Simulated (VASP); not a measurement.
Input of a VASP 6.6.1 run:

File INCAR:

```
PREC = Accurate
ENCUT = 520
EDIFF = 1E-7
ISMEAR = 0
SIGMA = 0.1
LREAL = False
LASPH = True
NELM = 100
ALGO = Normal
ISIF = 2
LWAVE = False
LCHARG = True
GGA = PE
LELF = True
LVHAR = True
NBANDS = 25
```

Contents of KPOINTS:

```
Automatic mesh
0
Gamma
  8 8 8
```

POSCAR

```
ScSbSe3
1.0
    5.1269410185      0.0000000000      0.0000000000
    0.0000000000      5.1269410185      0.0000000000
    0.0000000000      0.0000000000      5.1269410185
Sc Sb Se
1 1 3
Direct
    0.5000000000      0.5000000000      0.5000000000
    0.0000000000      0.0000000000      0.0000000000
    0.0000000000      0.5000000000      0.5000000000
    0.5000000000      0.0000000000      0.5000000000
    0.5000000000      0.5000000000      0.0000000000
```

Potentials or basis: VASP PAW PBE potentials, release 64 (Sc_sv, Sb, Se).

Run with:

```console
$ cat potpaw_PBE.64/Sc_sv/POTCAR potpaw_PBE.64/Sb/POTCAR potpaw_PBE.64/Se/POTCAR > POTCAR
$ mpirun -np 1 vasp_std > vasp.out
```

(1) Estimate the band gap on the k mesh.

(2) Estimate the pressure.

## Answers

(1) zero (band 17 reaches 3.90 eV, above the bottom of band 18 at 3.14 eV).

(2) 0.1 GPa.

Caveat: spin-orbit coupling is left out, which moves the levels of the heavy elements.
